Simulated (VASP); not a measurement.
# HgTe: single point with HSE06

The system is HgTe.

```xyz
2
Lattice="0.0000 3.1323 3.2892 3.1323 0.0000 3.2892 3.1323 3.1323 0.0000" Properties=species:S:1:pos:R:3 pbc="T T T"
Hg    0.0000    0.0000    0.0000
Te    1.5661    1.5661    1.6446
```

This cell differs from its parent crystal: biaxial xy strain -4.8%.

```yaml
Program: VASP 6.6.1
Task: single point
Functional: HSE06
Potentials_or_basis: VASP PAW PBE potentials, release 64 (Hg, Te)
Cutoff: 520 eV
k_mesh: 4 × 4 × 4
Occupations: fermi-dirac, width 0.02 eV
Spin: no spin polarisation
```

| Property | Result |
| --- | --- |
| Pressure | 5.1 GPa |
| Band gap on the k mesh | zero (filled and empty bands touch) |

Stress tensor (GPa, compression positive):
```
5.26 0.00 0.00
0.00 5.26 0.00
0.00 0.00 4.63
```

Levels at points of the mesh, in eV from the Fermi level:
```
           k point  band 7  band 8  band 9  band 10  band 11  band 12
(0.00, 0.00, 0.00)   -0.24   -0.07    0.00     0.00     4.84     4.84
(0.50, 0.00, 0.00)   -6.31   -1.39   -1.12     1.28     5.57     5.86
(0.50, 0.50, 0.00)   -6.40   -2.60   -2.60     2.75     3.04     9.15
(0.50, 0.00, 0.50)   -6.12   -2.89   -2.75     2.36     2.80     9.48
```

It took 25 min on 1 thread of Intel Xeon 6975P-C (shared host), peak memory 0.33 GiB.

Caveat: the k points lie up to 0.43 Å⁻¹ apart; the cell differs from its parent crystal (biaxial xy strain -4.8%); the PAW data sets were made with another functional, which shifts forces and pressure a little; spin-orbit coupling is left out, which moves the levels of the heavy elements.
